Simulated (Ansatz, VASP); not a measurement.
One calculation of BaAu2, two programs

```
CELL_PARAMETERS angstrom
4.73505 0.00000 0.00000
-2.36752 4.10067 0.00000
0.00000 0.00000 4.03279
ATOMIC_POSITIONS crystal
Ba 0.00000 0.00000 0.00000
Au 0.33333 0.66667 0.50000
Au 0.66667 0.33333 0.50000
```

Alike in both runs: task relaxation of cell and atoms; functional LDA; k mesh 12 × 12 × 10; occupations fermi-dirac, width 0.15 eV; no spin polarisation.

|  | VASP | Ansatz |
| --- | --- | --- |
| version | VASP 6.6.1 | Ansatz 0.2.0 |
| potentials or method | VASP PAW LDA potentials, release 64 (Ba_sv, Au), cutoff 600 eV | scalar-relativistic, plane waves, PAW |
| valence electrons in the cell | 32 | 48 |

Ansatz gave:

```
gap on the k mesh at the Fermi level, each at its own relaxed structure (eV) : none
relaxed volume (Å³/atom)                                                     : 26.13
relaxed cell length with the largest relative difference (Å)                 : 4.048
```

Q: What did VASP give for the same quantities?

A: gap on the k mesh at the Fermi level, each at its own relaxed structure (eV): none; relaxed volume (Å³/atom): 26.56; relaxed cell length with the largest relative difference (Å): 4.106.

LDA's correlation is that of Perdew and Zunger in VASP and of Perdew and Wang (1992) in Ansatz. A gap of «none» marks a metal or a gap that the smearing closes. VASP's potentials hold 32 valence electrons a cell and Ansatz's 48, so a difference there can come from the potentials and not from the codes.

Spin-orbit coupling is off throughout.
